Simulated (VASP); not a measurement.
Wanted: the native input for a VASP 6.6.1 run.

| Property | Result |
| --- | --- |
| Task | single point |
| Functional | PBE |
| Potentials or basis | VASP PAW PBE potentials, release 64 (Si) |
| Cutoff | 500 eV |
| k mesh | 4 × 4 × 4 |
| Occupations | gaussian, width 0.02 eV |
| Spin | no spin polarisation |
| Dipole correction | no |
| Further INCAR settings | ALGO = Normal; EDIFF = 1e-06; NBANDS = 11 |

The structure of Si lies in POSCAR:

```
Si
1.0
    0.0000000000      2.7154705000      2.7154705000
    2.7154705000      0.0000000000      2.7154705000
    2.7154705000      2.7154705000      0.0000000000
Si
2
Direct
    0.0000000000      0.0000000000      0.0000000000
    0.2500000000      0.2500000000      0.2500000000
```

The input as run:

INCAR

```
PREC     = Accurate       # precision mode
ENCUT    = 500            # plane-wave cutoff, eV
EDIFF    = 1E-6           # SCF threshold, eV
ISMEAR   = 0              # smearing method
SIGMA    = 0.02           # smearing width, eV
LREAL    = F              # projectors in reciprocal space
LASPH    = T              # aspherical terms in the spheres
NELM     = 120            # most SCF steps
ALGO     = Normal         # electronic algorithm
ISIF     = 2              # what is computed and relaxed
LWAVE    = F              # write WAVECAR
LCHARG   = T              # write CHGCAR
GGA      = PE             # functional
LELF     = T              # ELF
LVHAR    = T            
NBANDS   = 11             # bands
GGA_COMPAT= F
```

KPOINTS

```
Automatic mesh
0
Gamma
  4 4 4
```

Potentials or basis: VASP PAW PBE potentials, release 64 (Si).

Launch:

```sh
$ cat potpaw_PBE.64/Si/POTCAR > POTCAR
$ mpirun -np 1 vasp_std > vasp.out
```

It gave:

The pressure is 2.6 GPa and the band gap on the k mesh is 0.69 eV, indirect (least direct gap 2.55 eV).

Caveat: the k points lie up to 0.50 Å⁻¹ apart.

It took 5.5 s on 1 thread of Intel Xeon 6975P-C (shared host), peak memory 0.14 GiB.
